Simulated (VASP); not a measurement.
Rh: single point with PBE

Rh:

```
CELL_PARAMETERS angstrom
-2.09321 2.09321 1.15846
2.09321 -2.09321 1.15846
2.09321 2.09321 -1.15846
ATOMIC_POSITIONS crystal
Rh 0.62500 0.87500 0.75000
Rh 0.37500 0.12500 0.25000
```

- Program: VASP 6.6.1
- Task: single point
- Functional: PBE
- Potentials or basis: VASP PAW PBE potentials, release 64 (Rh_pv)
- Cutoff: 520 eV
- k mesh: 18 × 18 × 18
- Occupations: fermi-dirac, width 0.08 eV
- Spin: no spin polarisation

```
Pressure               : 254.9 GPa
Band gap on the k mesh : zero (band 15 reaches 20.81 eV, above the bottom of band 16 at 16.78 eV)
```

Stress tensor (GPa, compression positive):
```
255.40   0.00   0.00
  0.00 255.40   0.00
  0.00   0.00 253.91
```

Levels at points of the mesh, in eV from the Fermi level:
| k point | band 13 | band 14 | band 15 | band 16 | band 17 | band 18 |
| --- | --- | --- | --- | --- | --- | --- |
| (0.00, 0.00, 0.00) | -1.77 | -1.67 | -1.67 | 1.92 | 3.82 | 8.52 |
| (0.50, 0.00, 0.00) | -1.28 | -1.04 | 0.88 | 0.98 | 4.76 | 9.94 |
| (0.50, 0.50, 0.00) | -1.46 | -1.46 | 0.00 | 0.00 | 0.80 | 0.80 |
| (0.50, 0.50, 0.50) | -1.48 | -1.48 | -1.01 | -1.01 | -0.07 | -0.07 |

Run time: 50 s on 1 thread of Intel(R) Xeon(R) 6975P-C (Granite Rapids) (shared host), peak memory 0.27 GiB.
